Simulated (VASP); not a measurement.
Runs of VASP 6.6.1 on N. The structure is that of space group Fm-3m (No. 225), or close to it. The cells are those of the table. 

| level | potentials or basis | cell | k mesh | cutoff (eV) | gap on the mesh (eV) | pressure (GPa) |
| --- | --- | --- | --- | --- | --- | --- |
| PBE | VASP PAW PBE potentials, release 64 (N) | a = 2.247 Å, angles 60.0°, 1 atom | 22 × 22 × 22 | 520 | none | (b) |
| PBE | VASP PAW PBE potentials, release 64 (N) | a = 2.222 Å, angles 60.0°, 1 atom | 22 × 22 × 22 | 520 | none | -3.7 |
| PBE | VASP PAW PBE potentials, release 64 (N) | a = 2.203 Å, angles 60.0°, 1 atom | 22 × 22 × 22 | 600 | none | 0.3 |
| PBE | VASP PAW PBE potentials, release 64 (N) | a = 2.226 Å, angles 60.0°, 1 atom | 20 × 20 × 20 | 600 | none | (a) |
| LDA | VASP PAW LDA potentials, release 64 (N) | a = 2.148 Å, angles 60.0°, 1 atom | 22 × 22 × 22 | 600 | none | 2.2 |

Alike in all rows: task single point; no spin polarisation; smearing gaussian 0.1 eV.

Problem. Estimate the missing entries.

Solution. (a) -4.7; (b) -8.8.

A gap of «none» marks levels without a gap at the run's occupations.
